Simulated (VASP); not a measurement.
Crystal: TiNb2Te4.

```
Ti Nb Te
1.0
     3.48632    2.01283    4.56963
    -3.48632    2.01283    4.56963
     0.00000   -4.02565    4.56963
Ti Nb Te
1 2 4
Cartesian
  0.0000 0.0000 0.0000
  0.0000 0.0000 9.8292
  0.0000 0.0000 3.8796
  0.0000 -2.0128 2.2848
  1.7432 1.0064 2.2848
  -1.7432 1.0064 2.2848
  0.0000 0.0000 6.8544
```

The cell was built from a structure type or drawn by symmetry, and may not be a known phase.

* Program: VASP 6.6.1
* Task: relaxation of cell and atoms
* Functional: PBE
* Potentials or basis: VASP PAW PBE potentials, release 64 (Ti_sv, Nb_sv, Te)
* Cutoff: 600 eV
* k mesh: 3 × 3 × 3
* Occupations: gaussian, width 0.2 eV
* Spin: no spin polarisation

At the start: pressure 1.3 GPa; volume 27.49 Å³/atom.

Problem. How do energy, volume and symmetry change on relaxing?

Solution. Over 23 steps the energy falls by 477.8 meV/atom and the volume is 32.62 Å³/atom (+18.7 %); space group R-3m (No. 166, to 0.1 Å) before and after.

The path:
| step | energy change (eV) | largest force (eV/Å) | pressure (GPa) | volume (Å³) |
| --- | --- | --- | --- | --- |
| 1 | 0.0000 | 2.4525 | 1.30 | 192.40 |
| 2 | -1.3323 | 0.1757 | -0.75 | 197.88 |
| 3 | -1.5174 | 1.8066 | 0.07 | 200.13 |
| 4 | -1.5246 | 1.3035 | -0.21 | 199.69 |
| 5 | -1.7907 | 1.6348 | 1.99 | 199.25 |
| 6 | -1.9261 | 3.3241 | 7.97 | 196.68 |
| 7 | -1.9602 | 3.3125 | 7.95 | 197.08 |
| 8 | -2.0574 | 3.2794 | 7.93 | 198.26 |
| 9 | -2.2265 | 3.2265 | 7.88 | 200.52 |
| 10 | -2.4451 | 3.1844 | 7.87 | 204.63 |
| 11 | -1.8122 | 2.2721 | 9.22 | 211.06 |
| 12 | -2.3928 | 3.4457 | 8.08 | 206.36 |
| 13 | -2.7014 | 2.6659 | 6.32 | 210.09 |
| 14 | -3.2359 | 0.9365 | 2.10 | 221.56 |
| 15 | -3.1089 | 0.6939 | -3.00 | 245.73 |
| 16 | -3.3312 | 0.0641 | -0.65 | 232.31 |
| 17 | -3.3364 | 0.0675 | -0.23 | 230.43 |
| 18 | -3.3365 | 0.1037 | -0.11 | 229.93 |
| 19 | -3.3387 | 0.0817 | -0.05 | 229.58 |
| 20 | -3.3429 | 0.0124 | 0.14 | 228.54 |
| 21 | -3.3396 | 0.1342 | 0.55 | 226.44 |
| 22 | -3.3436 | 0.0296 | 0.25 | 227.93 |
| 23 | -3.3443 | 0.0302 | 0.13 | 228.34 |

Final structure:
```cif
data_structure
_symmetry_space_group_name_H-M 'P 1'
_symmetry_Int_Tables_number 1
_cell_length_a 6.1123
_cell_length_b 6.1123
_cell_length_c 6.1123
_cell_angle_alpha 90.378
_cell_angle_beta 90.378
_cell_angle_gamma 90.378
_cell_volume 228.34
loop_
_atom_site_label
_atom_site_type_symbol
_atom_site_fract_x
_atom_site_fract_y
_atom_site_fract_z
_atom_site_occupancy
Ti1 Ti 0.00000 0.00000 0.00000 1
Nb1 Nb 0.75118 0.75118 0.75118 1
Nb2 Nb 0.24882 0.24882 0.24882 1
Te1 Te 0.00000 0.00000 0.50000 1
Te2 Te 0.50000 0.00000 0.00000 1
Te3 Te 0.00000 0.50000 0.00000 1
Te4 Te 0.50000 0.50000 0.50000 1
```

Caveat: the k points lie up to 0.34 Å⁻¹ apart in the final cell; the volume moved by over 15 % at a fixed basis, so the end points are rough.
